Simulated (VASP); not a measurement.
PbS, 16 atoms in the cell. The typed cell holds 16 atoms: a = 8.228 Å, b = 8.233 Å, c = 8.607 Å, α = 76.18°, β = 61.45°, γ = 60.02°.  This cell differs from its parent crystal: dynamics (nvt langevin) at 200 K, volume x 1.0, from the last frame before.

```yaml
Program: VASP 6.6.1
Task: single point
Functional: PBE
Potentials_or_basis: VASP PAW PBE potentials, release 64 (Pb_d, S)
Cutoff: 520 eV
k_mesh: 2 × 2 × 2, shifted
Occupations: fermi-dirac, width 0.02 eV
Spin: no spin polarisation
Dipole_correction: no
Further_INCAR_settings: LREAL = Auto; ALGO = Normal; EDIFF = 1e-06; NBANDS = 94
```

Potentials or basis: VASP PAW PBE potentials, release 64 (Pb_d, S).

Run with:

```console
$ cat potpaw_PBE.64/Pb_d/POTCAR potpaw_PBE.64/S/POTCAR > POTCAR
$ mpirun -np 1 vasp_std > vasp.out
```

Hardware: 1 thread of Intel(R) Xeon(R) Platinum 8259CL CPU @ 2.50GHz (Skylake/Cascade Lake), with other jobs on the host.

Question: How long does it take, and how much memory?

Answer: It took 20 min on 1 thread of Intel(R) Xeon(R) Platinum 8259CL CPU @ 2.50GHz (Skylake/Cascade Lake), with other jobs on the host, peak memory 0.78 GiB. Counts: scf iterations 15, k points 16.
